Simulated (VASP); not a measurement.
Set up this calculation in VASP 6.6.1, as the native input.

```yaml
Task: single point
Functional: PBEsol
Potentials_or_basis: VASP PAW PBE potentials, release 64 (Sn_d)
Cutoff: 520 eV
k_mesh: 11 × 11 × 11
Occupations: fermi-dirac, width 0.3 eV
Spin: no spin polarisation
Dipole_correction: no
Further_INCAR_settings: ALGO = Normal; EDIFF = 1e-06; NBANDS = 13
```

The structure of Sn lies in POSCAR:

```
Sn
1.0
    3.4060750000      0.0000000000      0.0000000000
   -0.1954335462      3.4004635911      0.0000000000
   -1.5549314988     -1.7478085993      2.4756211423
Sn
1
Direct
    0.0000000000      0.0000000000      0.0000000000
```

These files were run (other wordings do the same):

INCAR

```
ALGO = Normal ; EDIFF = 1E-6
ENCUT = 520 ; GGA = PS
ISIF = 2 ; ISMEAR = -1
LASPH = T ; LCHARG = T
LELF = T ; LREAL = F
LVHAR = T ; LWAVE = F
NBANDS = 13 ; NELM = 100
PREC = Accurate ; SIGMA = 0.3
```

KPOINTS

```
k-points
0
Gamma
  11 11 11
```

Potentials or basis: VASP PAW PBE potentials, release 64 (Sn_d).

Run with:

```console
$ cat potpaw_PBE.64/Sn_d/POTCAR > POTCAR
$ mpirun -np 1 vasp_std > vasp.out
```

It gave:

```
Pressure               : -3.4 GPa
Band gap on the k mesh : zero (band 7 reaches 14.37 eV, above the bottom of band 8 at 5.58 eV)
```

Caveat: the PAW data sets were made with another functional, which shifts forces and pressure a little; spin-orbit coupling is left out, which moves the levels of the heavy elements.

Wall time 28 s on 1 thread of AMD EPYC 9R45 96-Core Processor (Zen 5) (shared host), peak memory 0.18 GiB.
